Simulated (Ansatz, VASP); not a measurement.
Pt in VASP and in Ansatz

```
Pt
1.0
     0.00000    1.94683    1.94683
     2.05391    0.00000    1.94683
     2.05391    1.94683    0.00000
Pt
1
Direct
  0.00000 0.00000 0.00000
```

Change from the starting cell: normal strain along x +0.0550, normal strain along z +0.0000.

Alike in both runs: task single point; functional LDA; k mesh 20 × 20 × 20; occupations gaussian, width 0.15 eV; no spin polarisation.

|  | VASP | Ansatz |
| --- | --- | --- |
| version | VASP 6.6.1 | Ansatz 0.2.0 |
| potentials or method | VASP PAW LDA potentials, release 64 (Pt), cutoff 520 eV | scalar-relativistic, plane waves, PAW |
| valence electrons in the cell | 10 | 18 |

Ansatz gave:

| Quantity | Value |
| --- | --- |
| gap on the k mesh at the Fermi level (eV) | none |
| pressure (GPa) | -13.8 |
| traceless stress, the component that is largest in VASP (GPa) | -3.64 |

**Question.** Estimate VASP's values.

**Answer.** gap on the k mesh at the Fermi level (eV): none; pressure (GPa): -13.2; traceless stress, the component that is largest in VASP (GPa): -3.65.

LDA's correlation is that of Perdew and Zunger in VASP and of Perdew and Wang (1992) in Ansatz. A gap of «none» marks a metal or a gap that the smearing closes. VASP's potentials hold 10 valence electrons a cell and Ansatz's 18, so a difference there can come from the potentials and not from the codes.

Spin-orbit coupling is off throughout.
